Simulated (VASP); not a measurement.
Input of a VASP 6.6.1 run:

File INCAR:

```
SYSTEM = Ge3Pd
PREC = Accurate ; ENCUT = 600
EDIFF = 1E-7 ; ISMEAR = 0
SIGMA = 0.1 ; LREAL = .False.
LASPH = .True. ; NELM = 80
ALGO = Normal ; ISIF = 3
LWAVE = .False. ; LCHARG = .False.
GGA = PE ; IBRION = 2
NSW = 100 ; EDIFFG = -0.01
```

File KPOINTS:

```
regular mesh
0
Gamma
  12 12 12
  0 0 0
```

POSCAR

```
Ge3Pd
1.0
    4.1377279248      0.0000000000      0.0000000000
    0.0000000000      4.1377279248      0.0000000000
    0.0000000000      0.0000000000      4.1377279248
Ge Pd
3 1
Direct
    0.0000000000      0.5000000000      0.5000000000
    0.5000000000      0.0000000000      0.5000000000
    0.5000000000      0.5000000000      0.0000000000
    0.0000000000      0.0000000000      0.0000000000
```

Potentials or basis: VASP PAW PBE potentials, release 64 (Ge_d, Pd).

Launch:

```sh
$ cat potpaw_PBE.64/Ge_d/POTCAR potpaw_PBE.64/Pd/POTCAR > POTCAR
$ mpirun -np 1 vasp_std > vasp.out
```

Predict the space group after relaxing (to 0.1 Å).

Pm-3m (No. 221).

Predict the relaxed cell.

a = 4.147 Å, b = 4.147 Å, c = 4.147 Å, α = 90.00°, β = 90.00°, γ = 90.00°.

What does it give for the relaxed volume?

17.83 Å³/atom.

What does it give for the band gap on the k mesh?

Zero (bands 26 and 27 overlap by 2.12 eV).

Final structure:
```
CELL_PARAMETERS angstrom
4.14681 0.00000 0.00000
0.00000 4.14681 0.00000
0.00000 0.00000 4.14681
ATOMIC_POSITIONS crystal
Ge 0.00000 0.50000 0.50000
Ge 0.50000 0.00000 0.50000
Ge 0.50000 0.50000 0.00000
Pd 0.00000 0.00000 0.00000
```
